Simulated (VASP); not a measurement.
Set up this calculation in VASP 6.6.1, as the native input.

* Task: electric field gradients
* Functional: LDA
* Potentials or basis: VASP PAW LDA potentials, release 64 (Sc_sv)
* Cutoff: 520 eV
* k mesh: 8 × 8 × 8
* Occupations: fermi-dirac, width 0.05 eV
* Spin: no spin polarisation
* Dipole correction: no
* Further INCAR settings: ALGO = Normal; EDIFF = 1e-08; NBANDS = 18

The structure of Sc lies in POSCAR:

```
Sc
1.0
    0.0000000000      3.1385914680      3.1385914680
    3.1385914680      0.0000000000      3.1385914680
    3.1385914680      3.1385914680      0.0000000000
Sc
2
Direct
   -0.2600000000     -0.0800000000     -0.0800000000
    0.2600000000      0.0800000000      0.0800000000
```

This cell differs from its parent crystal: shortest bond scaled by 0.64.

These files were run (other wordings do the same):

INCAR

```
SYSTEM = Sc
PREC = Accurate
ENCUT = 520
EDIFF = 1E-8
ISMEAR = -1
SIGMA = 0.05
LREAL = .FALSE.
LASPH = .TRUE.
NELM = 60
ALGO = Normal
ISIF = 2
LWAVE = .FALSE.
LCHARG = .FALSE.
LEFG = .TRUE.
NBANDS = 18
```

KPOINTS

```
regular mesh
0
G
  8 8 8
  0 0 0
```

Potentials or basis: VASP PAW LDA potentials, release 64 (Sc_sv).

Command:

```bash
$ cat potpaw_LDA.64/Sc_sv/POTCAR > POTCAR
$ mpirun -np 1 vasp_std > vasp.out
```

It gave:

```
Pressure               : 17.9 GPa
Largest force          : 16.808 eV/Å
Band gap on the k mesh : zero (band 11 reaches 1.78 eV, above the bottom of band 12 at 1.14 eV)
```

Caveat: the cell differs from its parent crystal (shortest bond scaled by 0.64); without QUAD_EFG the Cq values of the log hold for a quadrupole moment of 1 mb, not for the nuclei; forces of over 1 eV/Å act on the atoms, so gaps and moduli don't describe the material at rest.

Run time: 120 s on 1 thread of Intel Xeon 8259CL, on a shared host, peak memory 0.2 GiB.
